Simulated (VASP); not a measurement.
Runs of VASP 6.6.1 on HfN. The structure is that of space group Fm-3m (No. 225), or close to it. The cells are those of the table. 

```tsv
task	cell	gap on the mesh (eV)	pressure (GPa)
relaxation of the atoms	atoms relaxed from a = 3.173 Å, angles 60.0°, 2 atoms	none	9.0
single point	a = 3.147, b = 3.147, c = 3.195 Å, angles 59.5, 59.5, 61.0°, 2 atoms	none	(b)
single point	a = 3.129 Å, angles 60.0°, 2 atoms	none	23.0
single point	a = 3.227, b = 3.227, c = 3.195 Å, angles 60.3, 60.3, 59.3°, 2 atoms	none	-2.1
relaxation of the atoms	atoms relaxed from a = 3.257 Å, angles 60.0°, 2 atoms	none	-11.5
single point	a = 3.211, b = 3.211, c = 3.195 Å, angles 60.2, 60.2, 59.7°, 2 atoms	none	(a)
single point	a = 3.243, b = 3.243, c = 3.195 Å, angles 60.5, 60.5, 59.0°, 2 atoms	none	-4.3
relaxation of the atoms	atoms relaxed from a = 3.152 Å, angles 60.0°, 2 atoms	none	15.7
```

Alike in all rows: level PBE; potentials or basis VASP PAW PBE potentials, release 64 (Hf_pv, N); no spin polarisation; k mesh 18 × 18 × 18; cutoff (eV) 520; smearing fermi-dirac 0.05 eV.

Question: Estimate the missing entries.

Answer: (a) 0.3; (b) 12.9.

Caveats: spin-orbit coupling is left out, which moves the levels of the heavy elements; the relaxation stopped at its first step, so nothing moved (some runs).

A k mesh can miss the band edges, and the runs leave out spin-orbit coupling on Hf.

A gap of «none» marks levels without a gap at the run's occupations.
